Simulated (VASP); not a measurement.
Runs of VASP 6.6.1 on Al3Sb2P. The structure is that of space group P3m1 (No. 156), or close to it. The cells are those of the table. 

```csv
task,cell,k mesh,cutoff (eV),gap on the mesh (eV),pressure (GPa),largest force (eV/Å)
single point,"a = 3.726, b = 3.726, c = 11.012 Å, angles 90.0, 90.0, 120.0°, 6 atoms",12 × 12 × 4,520,none,0.0,(a)
single point,"a = 3.779, b = 3.779, c = 10.712 Å, angles 90.0, 90.0, 120.0°, 6 atoms",6 × 6 × 2,520,none,0.0,0.03
relaxation of cell and atoms,"relaxed from a = 4.445, b = 4.445, c = 7.841 Å, angles 90.0, 90.0, 120.0°, 6 atoms",6 × 6 × 2,600,none,-0.2,0.04
single point,"a = 4.445, b = 4.445, c = 7.841 Å, angles 90.0, 90.0, 120.0°, 6 atoms",6 × 6 × 2,520,none,-2.9,0.70
```

Alike in all rows: level PBE; potentials or basis VASP PAW PBE potentials, release 64 (Al, Sb, P); no spin polarisation; smearing gaussian 0.1 eV.

Q: Estimate the missing entries.

A: (a) 0.02.

Caveats: some runs use coarse meshes; spin-orbit coupling is left out, which moves the levels of the heavy elements.

A k mesh can miss the band edges, and the runs leave out spin-orbit coupling on Sb.

A gap of «none» marks levels without a gap at the run's occupations.
